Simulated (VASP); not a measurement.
A run of VASP 6.6.1 is set up as follows.

The input INCAR:

```
SYSTEM = Sn
ALGO = Normal
EDIFF = 1E-6
ENCUT = 520
GGA = PS
ISIF = 2
ISMEAR = -1
IVDW = 12
LASPH = .TRUE.
LCHARG = .FALSE.
LREAL = .FALSE.
LWAVE = .FALSE.
NBANDS = 13
NELM = 100
PREC = Accurate
SIGMA = 0.15
```

Contents of KPOINTS:

```
k-points
0
G
  12 12 12
  0 0 0
```

The input POSCAR:

```
Sn
1.0
   -1.8404672392      1.8404672392      1.8404672392
    1.8404672392     -1.8404672392      1.8404672392
    1.8404672392      1.8404672392     -1.8404672392
Sn
1
Direct
    0.0000000000      0.0000000000      0.0000000000
```

Potentials or basis: VASP PAW PBE potentials, release 64 (Sn_d).

Launch:

```bash
$ cat potpaw_PBE.64/Sn_d/POTCAR > POTCAR
$ mpirun -np 1 vasp_std > vasp.out
```

**Question.** What does it give for the dispersion energy per atom?

**Answer.** -0.426 eV.

**Question.** Estimate the pressure.

**Answer.** -0.1 GPa.

Caveat: the PAW data sets were made with another functional, which shifts forces and pressure a little.
